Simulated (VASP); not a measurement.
Wanted: the native input for a VASP 6.6.1 run.

```
Task                   : single point
Functional             : r2SCAN
Dispersion             : rVV10
Potentials or basis    : VASP PAW PBE potentials, release 64 (Cd, Se)
Cutoff                 : 520 eV
k mesh                 : 8 × 8 × 8
Occupations            : methfessel-paxton, width 0.1 eV
Spin                   : no spin polarisation
Dipole correction      : no
Further INCAR settings : ALGO = Normal; EDIFF = 1e-06; NBANDS = 16
```

CdSe:

```
Cd Se
1.0
     0.00000    2.87396    2.87396
     2.87396    0.00000    2.87396
     2.87396    2.87396    0.00000
Cd Se
1 1
Direct
  0.00000 0.00000 0.00000
  0.50000 0.50000 0.50000
```

The input as run:

POSCAR

```
CdSe
1.0
    0.0000000000      2.8739580000      2.8739580000
    2.8739580000      0.0000000000      2.8739580000
    2.8739580000      2.8739580000      0.0000000000
Cd Se
1 1
Direct
    0.0000000000      0.0000000000      0.0000000000
    0.5000000000      0.5000000000      0.5000000000
```

INCAR.step1

```
SYSTEM = CdSe
  ALGO = Normal
  EDIFF = 1E-4
  ENCUT = 520
  GGA = PE
  ISMEAR = 1
  LASPH = .TRUE.
  LCHARG = .FALSE.
  LREAL = .FALSE.
  LWAVE = .TRUE.
  NBANDS = 16
  NELM = 60
  PREC = Accurate
  SIGMA = 0.1
```

INCAR.step2

```
SYSTEM = CdSe
  ALGO = Normal
  BPARAM = 11.95
  CPARAM = 0.0093
  EDIFF = 1E-6
  ENCUT = 520
  ISIF = 2
  ISMEAR = 1
  ISTART = 1
  IVDW_NL = 2
  LASPH = .TRUE.
  LCHARG = .FALSE.
  LMIXTAU = .TRUE.
  LREAL = .FALSE.
  LUSE_VDW = .TRUE.
  LWAVE = .FALSE.
  METAGGA = R2SCAN
  NBANDS = 16
  NELM = 60
  PREC = Accurate
  SIGMA = 0.1
```

KPOINTS

```
k-points
0
G
  8 8 8
  0 0 0
```

Potentials or basis: VASP PAW PBE potentials, release 64 (Cd, Se).

The run is started by

```bash
$ cat potpaw_PBE.64/Cd/POTCAR potpaw_PBE.64/Se/POTCAR > POTCAR
$ cp INCAR.step1 INCAR
$ mpirun -np 1 vasp_std > vasp.out
$ cp INCAR.step2 INCAR
$ mpirun -np 1 vasp_std > vasp.out
```

Results of the run:

- Pressure: -2.7 GPa

Caveat: the PAW data sets were made with another functional, which shifts forces and pressure a little.

Run time: 3.5 min on 1 thread of Intel Xeon 8259CL, on a shared host, peak memory 0.3 GiB.
